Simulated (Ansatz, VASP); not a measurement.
**Two plane-wave programs on TaN**

Contents of INCAR:

```
ALGO = Normal
EDIFF = 1E-7
ENCUT = 520
GGA = PE
ISIF = 2
ISMEAR = 0
LASPH = True
LCHARG = True
LELF = True
LREAL = False
LVHAR = True
LWAVE = False
NBANDS = 15
NELM = 80
PREC = Accurate
SIGMA = 0.15
```

KPOINTS

```
k-points
0
Gamma
  24 24 24
```

Contents of POSCAR:

```
TaN
1.0
    0.0000000000      2.2914585828      2.2086347786
    2.2086347786      0.0000000000      2.2086347786
    2.2086347786      2.2914585828      0.0000000000
Ta N
1 1
Direct
    0.5000000000      0.5000000000      0.5000000000
    0.0000000000      0.0000000000      0.0000000000
```

Input for Ansatz:

```yaml
crystal:
  lattice:
    - [0.0, 2.2914585828, 2.2086347786]
    - [2.2086347786, 0.0, 2.2086347786]
    - [2.2086347786, 2.2914585828, 0.0]
  atoms:
    - { symbol: Ta, position: [0.5, 0.5, 0.5] }
    - { symbol: "N", position: [0.0, 0.0, 0.0] }
basis:
  ecutwfc: 420
kpoints:
  mp_grid: { grid: [24, 24, 24] }
hamiltonian:
  xc: pbe
scf:
  occupations: { method: gaussian, width: 0.15 }
output:
  forces: true
  stress: true
  eigenvalues: true
```

Change from the starting cell: strain +0.0375 x Voigt [0, 1, 0, 0, 0, 0], atoms carried along.

Alike in both runs: task single point; functional PBE; k mesh 24 × 24 × 24; occupations gaussian, width 0.15 eV; no spin polarisation.

```csv
,VASP,Ansatz
version,VASP 6.6.1,Ansatz 0.2.0
potentials or method,"VASP PAW PBE potentials, release 64 (Ta_pv, N), cutoff 520 eV","scalar-relativistic, plane waves, PAW"
valence electrons in the cell,16,18
```

Ansatz gave:

- gap on the k mesh at the Fermi level (eV): none
- pressure (GPa): -10.1
- traceless stress, the component that is largest in VASP (GPa): -9.36

Q: Which values does VASP return?

A: gap on the k mesh at the Fermi level (eV): none; pressure (GPa): -9.5; traceless stress, the component that is largest in VASP (GPa): -9.43.

A gap of «none» marks a metal or a gap that the smearing closes. VASP's potentials hold 16 valence electrons a cell and Ansatz's 18, so a difference there can come from the potentials and not from the codes.

Neither program's run includes spin-orbit coupling.
